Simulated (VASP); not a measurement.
Write the native input for VASP 6.6.1 that does the following.

- Task: single point
- Functional: r2SCAN
- Potentials or basis: VASP PAW PBE potentials, release 64 (Ta_pv, C)
- Cutoff: 520 eV
- k mesh: 18 × 18 × 8
- Occupations: gaussian, width 0.1 eV
- Spin: no spin polarisation
- Dipole correction: no
- Further INCAR settings: ALGO = Normal; EDIFF = 1e-06; NBANDS = 20

Ta2C:

```
Ta C
1.0
     3.09159    0.00000    0.00000
    -1.54579    2.67740    0.00000
     0.00000    0.00000    4.91380
Ta C
2 1
Direct
  0.33333 0.66667 0.25449
  0.66667 0.33333 0.74551
  0.00000 0.00000 0.00000
```

The input as run:

POSCAR

```
Ta2C
1.0
    3.0915895275      0.0000000000      0.0000000000
   -1.5457947637      2.6773950689      0.0000000000
    0.0000000000      0.0000000000      4.9138008246
Ta C
2 1
Direct
    0.3333333333      0.6666666667      0.2544898005
    0.6666666667      0.3333333333      0.7455101995
    0.0000000000      0.0000000000      0.0000000000
```

INCAR.step1

```
PREC = Accurate
ENCUT = 520
ISMEAR = 0
SIGMA = 0.1
LREAL = False
LASPH = True
NELM = 80
NBANDS = 20
GGA = PE
ALGO = Normal
EDIFF = 1E-4
LWAVE = True
LCHARG = False
```

INCAR.step2

```
PREC = Accurate
ENCUT = 520
EDIFF = 1E-6
ISMEAR = 0
SIGMA = 0.1
LREAL = False
LASPH = True
NELM = 80
ALGO = Normal
ISIF = 2
LWAVE = False
LCHARG = True
METAGGA = R2SCAN
LMIXTAU = True
LELF = True
LVHAR = True
NBANDS = 20
ISTART = 1
```

KPOINTS

```
Automatic mesh
0
Gamma
  18 18 8
```

Potentials or basis: VASP PAW PBE potentials, release 64 (Ta_pv, C).

The run is started by

```sh
$ cat potpaw_PBE.64/Ta_pv/POTCAR potpaw_PBE.64/C/POTCAR > POTCAR
$ cp INCAR.step1 INCAR
$ mpirun -np 1 vasp_std > vasp.out
$ cp INCAR.step2 INCAR
$ mpirun -np 1 vasp_std > vasp.out
```

It gave:

* Pressure: 5.9 GPa
* Largest force: 0.048 eV/Å
* Band gap on the k mesh: zero (band 13 reaches 7.24 eV, above the bottom of band 14 at 6.48 eV)

Caveat: the PAW data sets were made with another functional, which shifts forces and pressure a little; spin-orbit coupling is left out, which moves the levels of the heavy elements.

Wall time 7.5 min on 1 thread of Intel(R) Xeon(R) Platinum 8259CL CPU @ 2.50GHz (Skylake/Cascade Lake), with other jobs on the host, peak memory 0.32 GiB.
